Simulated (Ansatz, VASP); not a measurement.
**Two plane-wave programs on Ga3Se**

```
CELL_PARAMETERS angstrom
4.25142 0.00000 0.00000
0.00000 4.25142 0.00000
0.00000 0.00000 4.25142
ATOMIC_POSITIONS crystal
Ga 0.00000 0.50000 0.50000
Ga 0.50000 0.00000 0.50000
Ga 0.50000 0.50000 0.00000
Se 0.00000 0.00000 0.00000
```

Alike in both runs: functional LDA; k mesh 10 × 10 × 10; occupations gaussian, width 0.1 eV; no spin polarisation.

Ansatz relaxed the structure, and its values are those at the end. VASP's run is a single point on that final structure, the one shown.

|  | VASP | Ansatz |
| --- | --- | --- |
| version | VASP 6.6.1 | Ansatz 0.2.0 |
| potentials or method | VASP PAW LDA potentials, release 64 (Ga_d, Se), cutoff 520 eV | scalar-relativistic, plane waves, PAW |
| valence electrons in the cell | 45 | 55 |

Ansatz gave:

| Property | Result |
| --- | --- |
| gap on the k mesh at the Fermi level (eV) | none |
| pressure (GPa) | 0.0 |

Estimate VASP's values.

gap on the k mesh at the Fermi level (eV): none; pressure (GPa): 0.3.

LDA's correlation is that of Perdew and Zunger in VASP and of Perdew and Wang (1992) in Ansatz. A gap of «none» marks a metal or a gap that the smearing closes. VASP's potentials hold 45 valence electrons a cell and Ansatz's 55, so a difference there can come from the potentials and not from the codes.
